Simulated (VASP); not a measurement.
Write the native input for VASP 6.6.1 that does the following.

```yaml
Task: single point
Functional: PBEsol
Potentials_or_basis: VASP PAW PBE potentials, release 64 (Cu)
Cutoff: 520 eV
k_mesh: 20 × 20 × 20
Occupations: gaussian, width 0.1 eV
Spin: no spin polarisation
Dipole_correction: no
Further_INCAR_settings: ALGO = Normal; EDIFF = 1e-07; NBANDS = 12
```

The structure of Cu lies in POSCAR:

```
Cu
1.0
    0.0000000000      1.7749698415      1.7749698415
    1.7749698415      0.0000000000      1.7749698415
    1.7749698415      1.7749698415      0.0000000000
Cu
1
Direct
    0.0000000000      0.0000000000      0.0000000000
```

These files were run (other wordings do the same):

INCAR

```
ALGO     = Normal         # electronic algorithm
EDIFF    = 1E-7           # SCF threshold, eV
ENCUT    = 520            # plane-wave cutoff, eV
GGA      = PS             # functional
ISIF     = 2              # what is computed and relaxed
ISMEAR   = 0              # smearing method
LASPH    = T              # aspherical terms in the spheres
LCHARG   = F              # write CHGCAR
LREAL    = F              # projectors in reciprocal space
LWAVE    = F              # write WAVECAR
NBANDS   = 12             # bands
NELM     = 60             # most SCF steps
PREC     = Accurate       # precision mode
SIGMA    = 0.1            # smearing width, eV
```

KPOINTS

```
k-points
0
Gamma
  20 20 20
```

Potentials or basis: VASP PAW PBE potentials, release 64 (Cu).

The run is started by

```console
$ cat potpaw_PBE.64/Cu/POTCAR > POTCAR
$ mpirun -np 1 vasp_std > vasp.out
```

Results of the run:

```yaml
Pressure: 2.7 GPa
```

Caveat: the PAW data sets were made with another functional, which shifts forces and pressure a little.

Run time: 29 s on 1 thread of Intel(R) Xeon(R) Platinum 8488C (Sapphire Rapids) (shared host), peak memory 0.15 GiB.
